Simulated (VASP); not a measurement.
# Tl: single point with PBE

Crystal: Tl.

```
Tl
1.0
     3.59028    0.00000    0.00000
    -1.79514    3.10928    0.00000
     0.00000    0.00000    5.64194
Tl
2
Direct
  0.33333 0.66667 0.25000
  0.66667 0.33333 0.75000
```

* Program: VASP 6.6.1
* Task: single point
* Functional: PBE
* Potentials or basis: VASP PAW PBE potentials, release 64 (Tl_d)
* Cutoff: 520 eV
* k mesh: 10 × 10 × 6
* Occupations: gaussian, width 1 eV
* Spin: no spin polarisation
* Dipole correction: no
* Further INCAR settings: ALGO = Normal; EDIFF = 1e-06; NBANDS = 20

The pressure is 0.6 GPa and the band gap on the k mesh is zero (bands 13 and 14 overlap by 5.27 eV).

Stress tensor (GPa, compression positive):
```
0.50 0.00 0.00
0.00 0.50 0.00
0.00 0.00 0.88
```

Levels at points of the mesh, in eV from the Fermi level:
```csv
k point,band 9,band 10,band 11,band 12,band 13,band 14,band 15,band 16,band 17,band 18
"(0.00, 0.00, 0.00)",-11.16,-11.16,-9.48,-5.06,-2.47,7.10,7.10,9.03,9.03,9.87
"(0.50, 0.00, 0.00)",-11.13,-11.11,-5.83,-4.69,-0.77,0.58,1.28,3.50,3.56,7.53
"(0.00, 0.00, 0.50)",-11.24,-11.24,-8.16,-8.16,3.19,3.19,8.02,8.02,8.02,8.02
"(0.50, 0.00, 0.50)",-11.14,-11.14,-4.88,-4.88,-2.03,-2.03,5.05,5.05,5.70,5.70
```

Wall time 37 s on 1 thread of Intel(R) Xeon(R) Platinum 8259CL CPU @ 2.50GHz (Skylake/Cascade Lake), on a shared host, peak memory 0.2 GiB.

Caveat: so wide a smearing shifts energies and pressures; spin-orbit coupling is left out, which moves the levels of the heavy elements.
